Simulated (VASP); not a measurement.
# Sn3Te (Pm-3m) in VASP: notebook

Sn3Te is run at these levels: PBEsol, PBE; tasks: single point, relaxation of volume and atoms at fixed shape, relaxation of cell and atoms.

Everything below comes from runs of VASP 6.6.1. Logs are shortened: lines on timing, memory, paths and dates and some standing lists are left out, and cuts for length are marked.

**1. The cell of the first run**

The structure is cubic, space group Pm-3m (No. 221). The conventional cell has a = 4.866 Å, b = 4.866 Å, c = 4.866 Å, α = 90.00°, β = 90.00°, γ = 90.00°. Sn (site symmetry 4/mmm) has 8 Sn at 3.44 Å and 4 Te at 3.44 Å within 4.5 Å. Within 4.5 Å of Te (site symmetry m-3m) lie 12 Sn at 3.44 Å.

**2. Single point, PBEsol**

File INCAR:

```
SYSTEM = Sn3Te
ALGO = Normal
EDIFF = 1E-7
ENCUT = 520
GGA = PS
ISIF = 2
ISMEAR = 0
LASPH = .True.
LCHARG = .False.
LREAL = .False.
LWAVE = .False.
NBANDS = 32
NELM = 60
PREC = Accurate
SIGMA = 0.087
```

File KPOINTS:

```
k-points
0
Gamma
  4 4 4
  0 0 0
```

File POSCAR:

```
Sn3Te
1.0
    4.8656220000      0.0000000000      0.0000000000
    0.0000000000      4.8656220000      0.0000000000
    0.0000000000      0.0000000000      4.8656220000
Sn Te
3 1
Direct
    0.5000000000      0.5000000000      0.0000000000
    0.5000000000      0.0000000000      0.5000000000
    0.0000000000      0.5000000000      0.5000000000
    0.0000000000      0.0000000000      0.0000000000
```

Potentials or basis: VASP PAW PBE potentials, release 64 (Sn_d, Te).

Command:

```bash
$ cat potpaw_PBE.64/Sn_d/POTCAR potpaw_PBE.64/Te/POTCAR > POTCAR
$ mpirun -np 1 vasp_std > vasp.out
```

OUTCAR:

```text
SYSTEM = Sn3Te
   EDIFF = 1E-7
   ENCUT = 520
   GGA = PS
   ISIF = 2
   ISMEAR = 0
   LASPH = .True.
   LREAL = .False.
   NELM = 60
   PREC = Accurate

 ion  position               nearest neighbor table
   1  0.500  0.500  0.000-   2 3.44   3 3.44   4 3.44   2 3.44   3 3.44   2 3.44   4 3.44   2 3.44
                             3 3.44   4 3.44   3 3.44   4 3.44
   2  0.500  0.000  0.500-   1 3.44   3 3.44   4 3.44   1 3.44   4 3.44   1 3.44   3 3.44   1 3.44
                             3 3.44   4 3.44   4 3.44   3 3.44
   3  0.000  0.500  0.500-   1 3.44   2 3.44   4 3.44   1 3.44   4 3.44   2 3.44   4 3.44   4 3.44
                             1 3.44   2 3.44   1 3.44   2 3.44
   4  0.000  0.000  0.000-   1 3.44   2 3.44   3 3.44   2 3.44   3 3.44   1 3.44   3 3.44   3 3.44
                             1 3.44   2 3.44   2 3.44   1 3.44

  LATTYP: Found a simple cubic cell.
 ALAT       =     4.8656220000

  Lattice vectors:

 A1 = (   4.8656220000,   0.0000000000,   0.0000000000)
 A2 = (   0.0000000000,   4.8656220000,   0.0000000000)
 A3 = (   0.0000000000,   0.0000000000,   4.8656220000)

Analysis of symmetry for initial positions (statically):
=====================================================================
 Subroutine PRICEL returns:
 Original cell was already a primitive cell.

 Routine SETGRP: Setting up the symmetry group for a
 simple cubic supercell.

 Subroutine GETGRP returns: Found 48 space group operations
 (whereof 48 operations were pure point group operations)
 out of a pool of 48 trial point group operations.

The static configuration has the point symmetry O_h .

Analysis of symmetry for dynamics (positions and initial velocities):
=====================================================================
 Subroutine PRICEL returns:
 Original cell was already a primitive cell.

 Routine SETGRP: Setting up the symmetry group for a
 simple cubic supercell.

 Subroutine GETGRP returns: Found 48 space group operations
 (whereof 48 operations were pure point group operations)
 out of a pool of 48 trial point group operations.

The dynamic configuration has the point symmetry O_h .

 Subroutine INISYM returns: Found 48 space group operations
 (whereof 48 operations are pure point group operations),
 and found     1 'primitive' translations

----------------------------------------------------------------------------------------

                                     Primitive cell

  volume of cell :     115.1901

  direct lattice vectors                    reciprocal lattice vectors
     4.865622000  0.000000000  0.000000000     0.205523569  0.000000000  0.000000000
     0.000000000  4.865622000  0.000000000     0.000000000  0.205523569  0.000000000
     0.000000000  0.000000000  4.865622000     0.000000000  0.000000000  0.205523569

  length of vectors
     4.865622000  4.865622000  4.865622000     0.205523569  0.205523569  0.205523569

  position of ions in fractional coordinates (direct lattice)
     0.500000000  0.500000000  0.000000000
     0.500000000  0.000000000  0.500000000
     0.000000000  0.500000000  0.500000000
     0.000000000  0.000000000  0.000000000

  ion indices of the primitive-cell ions
   primitive index   ion index
                 1           1
                 2           2
                 3           3
                 4           4

----------------------------------------------------------------------------------------

 KPOINTS: k-points

Automatic generation of k-mesh.
 Grid dimensions read from file:
 generate k-points for:    4    4    4

 Generating k-lattice:

  Cartesian coordinates                     Fractional coordinates (reciprocal lattice)
     0.051380892  0.000000000  0.000000000     0.250000000  0.000000000  0.000000000
     0.000000000  0.051380892  0.000000000     0.000000000  0.250000000  0.000000000
     0.000000000  0.000000000  0.051380892     0.000000000  0.000000000  0.250000000

  Length of vectors
     0.051380892  0.051380892  0.051380892

  Shift w.r.t. Gamma in fractional coordinates (k-lattice)
     0.000000000  0.000000000  0.000000000

 Subroutine IBZKPT returns following result:
 ===========================================

 Found     10 irreducible k-points:

 Following reciprocal coordinates:
            Coordinates               Weight
  0.000000  0.000000  0.000000      1.000000
  0.250000  0.000000  0.000000      6.000000
  0.500000  0.000000  0.000000      3.000000
  0.250000  0.250000  0.000000     12.000000
  0.500000  0.250000  0.000000     12.000000
  0.500000  0.500000  0.000000      3.000000
  0.250000  0.250000  0.250000      8.000000
  0.500000  0.250000  0.250000     12.000000
  0.500000  0.500000  0.250000      6.000000
  0.500000  0.500000  0.500000      1.000000
   k-points           NKPTS =     10   k-points in BZ     NKDIM =     10   number of bands    NBANDS=     32
   number of dos      NEDOS =    301   number of ions     NIONS =      4
   total plane-waves  NPLWV =  46656
   dimension x,y,z NGX =    36 NGY =   36 NGZ =   36
   dimension x,y,z NGXF=    72 NGYF=   72 NGZF=   72
   ions per type =               3   1
   NGX,Y,Z   is equivalent  to a cutoff of  12.30, 12.30, 12.30 a.u.
   NGXF,Y,Z  is equivalent  to a cutoff of  24.60, 24.60, 24.60 a.u.
 SYSTEM =  Sn3Te
   PREC   = accura    normal or accurate (medium, high low for compatibility)
   ISTART =      0    job   : 0-new  1-cont  2-samecut
   ICHARG =      2    charge: 1-file 2-atom 10-const
   ISPIN  =      1    spin polarized calculation?
   LNONCOLLINEAR =      F non collinear calculations
   LSORBIT =      F    spin-orbit coupling
   LASPH  =      T    aspherical Exc in radial PAW
   ENCUT  =  520.0 eV  38.22 Ry    6.18 a.u.   9.05  9.05  9.05*2*pi/ulx,y,z
   NELM   =     60;   NELMIN=  2; NELMDL= -5     # of ELM steps
   EDIFF  = 0.1E-06   stopping-criterion for ELM
   LREAL  =      F    real-space projection
   EDIFFG = 0.1E-05   stopping-criterion for IOM
   NSW    =      0    number of steps for IOM
   IBRION =     -1    ionic relax: 0-MD 1-quasi-New 2-CG
   NFREE  =      0    steps in history (QN), initial steepest desc. (CG)
   ISIF   =      2    stress and relaxation
   ISYM   =      2    0-nonsym 1-usesym 2-fastsym
   POTIM  = 0.5000    time-step for ionic-motion
   TEBEG  =    0.0;   TEEND  =   0.0 temperature during run
   PSTRESS=    0.0 pullay stress
   NELECT =      48.0000    total number of electrons
   NUPDOWN=      -1.0000    fix difference up-down
   EMIN   =  10.00;   EMAX   =-10.00  energy-range for DOS
   EFERMI =   0.00;   METHOD = LEGACY
   ISMEAR =     0;   SIGMA  =   0.09  broadening in eV -4-tet -1-fermi 0-gaus
   EFERMI_NEDOS =   21; number of points for ismear=-14 and -15
   IALGO  =     38    algorithm
   IMIX   =      4    mixing-type and parameters
     AMIX     =   0.40;   BMIX     =  1.00
     AMIX_MAG =   1.60;   BMIX_MAG =  1.00
  volume/ion in A,a.u.               =      28.80       194.34
  Fermi-wavevector in a.u.,A,eV,Ry     =   1.222785  2.310729 20.343484  1.495204
  Thomas-Fermi vector in A             =   2.357920
   LORBIT       =      0    0 simple, 1 ext, 2 COOP (PROOUT), +10 PAW based schemes
   GGA     = PS    functional components
   LHFCALC =     F    Hartree Fock is set to
   AEXX    =    0.0000 exact exchange contribution
   IVDW    =     0    specifies the selected vdW correction
   LEPSILON=     F    determine dielectric tensor
   LRPA    =     F    only Hartree local field effects (RPA)
 non-spin polarized calculation
 Gauss-broadening in eV      SIGMA  =   0.09
  energy-cutoff  :      520.00
  volume of cell :      115.19
 maximum number of plane-waves:      3136
   NGX = 19   NGY = 19   NGZ = 19

 number of electron      48.0000021 magnetization

 Free energy of the ion-electron system (eV)
  ---------------------------------------------------
  ext. energy  EPLUGINS =         0.00000000
  ---------------------------------------------------
  free energy    TOTEN  =       -16.04600341 eV

  energy without entropy =      -16.04068598  energy(sigma->0) =      -16.04334470

 E-fermi :   7.5301     XC(G=0): -10.2024

 val. band max:        7.3635259107   @ k =   0.5000   0.5000   0.0000
 cond. band min:       7.5436694423   @ k =   0.5000   0.5000   0.0000
 fundamental gap:      0.1801435317
 Fermi energy:         7.5301193462

 k-point     1 :       0.0000    0.0000    0.0000
  band No.  band energies     occupation
      1     -14.1120      2.00000
      2     -14.1120      2.00000
      3     -14.1120      2.00000
      4     -14.0857      2.00000
      5     -14.0857      2.00000
      6     -14.0748      2.00000
[... 24 lines left out ...]
     31      12.2542      0.00000
     32      12.6730      0.00000

 k-point     2 :       0.2500    0.0000    0.0000
  band No.  band energies     occupation
      1     -14.1075      2.00000
      2     -14.0881      2.00000
      3     -14.0881      2.00000
      4     -14.0844      2.00000
      5     -14.0720      2.00000
      6     -14.0591      2.00000
[... 24 lines left out ...]
     31      12.4316      0.00000
     32      12.7499      0.00000

 k-point     3 :       0.5000    0.0000    0.0000
  band No.  band energies     occupation
      1     -14.1023      2.00000
      2     -14.0831      2.00000
      3     -14.0551      2.00000
      4     -14.0551      2.00000
      5     -14.0506      2.00000
      6     -14.0449      2.00000
[... 24 lines left out ...]
     31      11.0819      0.00000
     32      13.6549      0.00000

 k-point     4 :       0.2500    0.2500    0.0000
  band No.  band energies     occupation
      1     -14.0899      2.00000
      2     -14.0894      2.00000
      3     -14.0775      2.00000
      4     -14.0770      2.00000
      5     -14.0568      2.00000
      6     -14.0502      2.00000
[... 164 lines left out ...]
     31      11.7816      0.00000
     32      14.7663      0.00000

 k-point     9 :       0.5000    0.5000    0.2500
  band No.  band energies     occupation
      1     -14.0880      2.00000
      2     -14.0815      2.00000
      3     -14.0815      2.00000
      4     -14.0690      2.00000
      5     -14.0488      2.00000
      6     -14.0457      2.00000
[... 24 lines left out ...]
     31      12.7021      0.00000
     32      15.0762      0.00000

 k-point    10 :       0.5000    0.5000    0.5000
  band No.  band energies     occupation
      1     -14.0990      2.00000
      2     -14.0847      2.00000
      3     -14.0847      2.00000
      4     -14.0847      2.00000
      5     -14.0576      2.00000
      6     -14.0576      2.00000
[... 24 lines left out ...]
     31      12.8668      0.00000
     32      15.2278      0.00000

------------------------ aborting loop because EDIFF is reached ----------------------------------------

  FORCE on cell =-STRESS in cart. coord.  units (eV):
  Direction    XX          YY          ZZ          XY          YZ          ZX
  --------------------------------------------------------------------------------------
  -------------------------------------------------------------------------------------
  Total       -2.0096333     -2.0096333     -2.0096333      0.0000000      0.0000000      0.0000000
  in kB      -27.9519627    -27.9519627    -27.9519627      0.0000000      0.0000000      0.0000000
  external PRESSURE =     -27.9519627 kB  Pullay stress =       0.0000000 kB

 VOLUME and BASIS-vectors are now :
 -----------------------------------------------------------------------------
  energy-cutoff  :      520.00
  volume of cell :      115.19
      direct lattice vectors                 reciprocal lattice vectors
     4.865622000  0.000000000  0.000000000     0.205523569  0.000000000  0.000000000
     0.000000000  4.865622000  0.000000000     0.000000000  0.205523569  0.000000000
     0.000000000  0.000000000  4.865622000     0.000000000  0.000000000  0.205523569

 POSITION                                       TOTAL-FORCE (eV/Angst)
 -----------------------------------------------------------------------------------
      2.43281      2.43281      0.00000         0.000000      0.000000      0.000000
      2.43281      0.00000      2.43281         0.000000      0.000000      0.000000
      0.00000      2.43281      2.43281         0.000000      0.000000      0.000000
      0.00000      0.00000      0.00000         0.000000      0.000000      0.000000
 -----------------------------------------------------------------------------------
    total drift:                                0.000000      0.000000      0.000000

  FREE ENERGIE OF THE ION-ELECTRON SYSTEM (eV)
  ---------------------------------------------------
  free  energy   TOTEN  =       -16.0460034116 eV

  energy  without entropy=      -16.0406859786  energy(sigma->0) =      -16.04334470
```

Run time: 34 s. Hardware: 1 thread of AMD EPYC 7R13 (Zen 3), shared host; peak memory 0.18 GiB.

Results:

- Free energy: -16.0460 eV
- Pressure: -2.8 GPa
- Band gap on the k mesh: zero (band 24 reaches 10.35 eV, above the bottom of band 25 at 7.12 eV)

Levels at points of the mesh, in eV from the Fermi level:
```
           k point  band 20  band 21  band 22  band 23  band 24  band 25  band 26  band 27  band 28  band 29
(0.00, 0.00, 0.00)    -4.24    -4.24    -4.24     0.36     0.36     0.36     1.84     1.84     1.84     4.45
(0.50, 0.00, 0.00)    -3.11    -3.11    -1.81    -1.81    -1.54    -0.41     1.78     2.02     2.31     2.31
(0.50, 0.50, 0.00)    -2.27    -1.97    -1.96    -1.96    -0.81    -0.17    -0.17     0.01     3.39     3.39
(0.50, 0.50, 0.50)    -5.22    -5.22    -5.22    -4.42     2.81     2.81     2.81     5.29     5.29     5.29
```

Caveat: the PAW data sets were made with another functional, which shifts forces and pressure a little; spin-orbit coupling is left out, which moves the levels of the heavy elements.

**3. Single point, PBE**

This run uses another cell than the first one, of 29.66 Å³/atom, 1.030 times its volume.

File INCAR:

```
PREC = Accurate
ENCUT = 520
EDIFF = 1E-6
ISMEAR = 0
SIGMA = 0.1
LREAL = False
LASPH = True
NELM = 100
ALGO = Fast
ISIF = 2
LWAVE = False
LCHARG = False
GGA = PE
NBANDS = 32
```

File KPOINTS:

```
Automatic mesh
0
Gamma
  4 4 4
```

File POSCAR:

```
Sn3Te
1.0
    4.9137996085      0.0000000000      0.0000000000
    0.0000000000      4.9137996085      0.0000000000
    0.0000000000      0.0000000000      4.9137996085
Sn Te
3 1
Direct
    0.5000000000      0.5000000000      0.0000000000
    0.5000000000      0.0000000000      0.5000000000
    0.0000000000      0.5000000000      0.5000000000
    0.0000000000      0.0000000000      0.0000000000
```

Potentials or basis: VASP PAW PBE potentials, release 64 (Sn_d, Te).

Command:

```bash
$ cat potpaw_PBE.64/Sn_d/POTCAR potpaw_PBE.64/Te/POTCAR > POTCAR
$ mpirun -np 1 vasp_std > vasp.out
```

OUTCAR:

```text
PREC = Accurate
   ENCUT = 520
   EDIFF = 1E-6
   ISMEAR = 0
   LREAL = False
   LASPH = True
   NELM = 100
   ISIF = 2
   GGA = PE

 ion  position               nearest neighbor table
   1  0.500  0.500  0.000-   2 3.47   3 3.47   4 3.47   2 3.47   3 3.47   2 3.47   4 3.47   2 3.47
                             3 3.47   4 3.47   3 3.47   4 3.47
   2  0.500  0.000  0.500-   1 3.47   3 3.47   4 3.47   1 3.47   4 3.47   1 3.47   3 3.47   1 3.47
                             3 3.47   4 3.47   4 3.47   3 3.47
   3  0.000  0.500  0.500-   1 3.47   2 3.47   4 3.47   1 3.47   4 3.47   2 3.47   4 3.47   4 3.47
[... 540 lines left out ...]
  -------------------------------------------------------------------------------------
  Total       -0.9182475     -0.9182475     -0.9182475     -0.0000000     -0.0000000     -0.0000000
  in kB      -12.3998947    -12.3998947    -12.3998947     -0.0000000     -0.0000000     -0.0000000
  external PRESSURE =     -12.3998947 kB  Pullay stress =       0.0000000 kB

 VOLUME and BASIS-vectors are now :
 -----------------------------------------------------------------------------
  energy-cutoff  :      520.00
  volume of cell :      118.65
      direct lattice vectors                 reciprocal lattice vectors
     4.913799608  0.000000000  0.000000000     0.203508503  0.000000000  0.000000000
     0.000000000  4.913799608  0.000000000     0.000000000  0.203508503  0.000000000
     0.000000000  0.000000000  4.913799608     0.000000000  0.000000000  0.203508503

 POSITION                                       TOTAL-FORCE (eV/Angst)
 -----------------------------------------------------------------------------------
      2.45690      2.45690      0.00000         0.000000      0.000000      0.000000
      2.45690      0.00000      2.45690         0.000000      0.000000      0.000000
      0.00000      2.45690      2.45690         0.000000      0.000000      0.000000
      0.00000      0.00000      0.00000         0.000000      0.000000      0.000000
 -----------------------------------------------------------------------------------
    total drift:                               -0.000000     -0.000000     -0.000000

  FREE ENERGIE OF THE ION-ELECTRON SYSTEM (eV)
  ---------------------------------------------------
  free  energy   TOTEN  =       -14.3306925368 eV

  energy  without entropy=      -14.3192025915  energy(sigma->0) =      -14.32494756
```

OSZICAR:

```text
N       E                     dE             d eps       ncg     rms          rms(c)
DAV:   1     0.445893758696E+03    0.44589E+03   -0.23233E+04   672   0.206E+03
DAV:   2     0.434890552462E+02   -0.40240E+03   -0.39052E+03   648   0.545E+02
DAV:   3    -0.117118066102E+02   -0.55201E+02   -0.53290E+02   744   0.171E+02
DAV:   4    -0.142939552261E+02   -0.25821E+01   -0.25118E+01   704   0.383E+01
DAV:   5    -0.143849473323E+02   -0.90992E-01   -0.90985E-01   992   0.761E+00    0.695E+00
RMM:   6    -0.143403299174E+02    0.44617E-01   -0.66262E-02   726   0.204E+00    0.414E+00
RMM:   7    -0.143308719281E+02    0.94580E-02   -0.45253E-02   722   0.148E+00    0.439E-01
RMM:   8    -0.143305190395E+02    0.35289E-03   -0.67022E-03   822   0.786E-01    0.989E-02
RMM:   9    -0.143306513008E+02   -0.13226E-03   -0.15548E-03   850   0.322E-01    0.674E-02
RMM:  10    -0.143306929565E+02   -0.41656E-04   -0.40811E-04   978   0.147E-01    0.248E-02
RMM:  11    -0.143306907855E+02    0.21710E-05   -0.67943E-05   941   0.608E-02    0.255E-02
RMM:  12    -0.143306922613E+02   -0.14758E-05   -0.18093E-05   872   0.257E-02    0.298E-02
RMM:  13    -0.143306925368E+02   -0.27550E-06   -0.18714E-06   483   0.106E-02
   1 F= -.14330693E+02 E0= -.14324948E+02  d E =-.114899E-01
```

stdout:

```text
POSCAR found type information on POSCAR SnTe
 POSCAR found :  2 types and       4 ions
 scaLAPACK will be used
 LDA part: xc-table for (Slater+PW92), standard interpolation
 POSCAR, INCAR and KPOINTS ok, starting setup
 FFT: planning ... GRIDC
 FFT: planning ... GRID_SOFT
 FFT: planning ... GRID
 WAVECAR not read
 entering main loop
```

Wall time 42 s (1 thread of AMD EPYC 7R13 (Zen 3), shared host); peak memory 0.21 GiB.

Results:

```yaml
Free_energy: -14.3307 eV
Pressure: -1.2 GPa
Band_gap_on_the_k_mesh: zero (band 24 reaches 10.04 eV, above the bottom of band 25 at 7.01 eV)
```

Levels at points of the mesh, in eV from the Fermi level:
```
           k point  band 20  band 21  band 22  band 23  band 24  band 25  band 26  band 27  band 28  band 29
(0.00, 0.00, 0.00)    -4.06    -4.06    -4.06     0.38     0.38     0.38     1.86     1.86     1.86     4.46
(0.50, 0.00, 0.00)    -2.98    -2.98    -1.70    -1.70    -1.47    -0.29     1.70     1.93     2.28     2.28
(0.50, 0.50, 0.00)    -2.18    -1.93    -1.93    -1.88    -0.79    -0.08    -0.08     0.07     3.31     3.31
(0.50, 0.50, 0.50)    -5.00    -5.00    -5.00    -4.24     2.73     2.73     2.73     5.17     5.17     5.17
```

Caveat: spin-orbit coupling is left out, which moves the levels of the heavy elements.

(Part 1 of 2 ends here.)
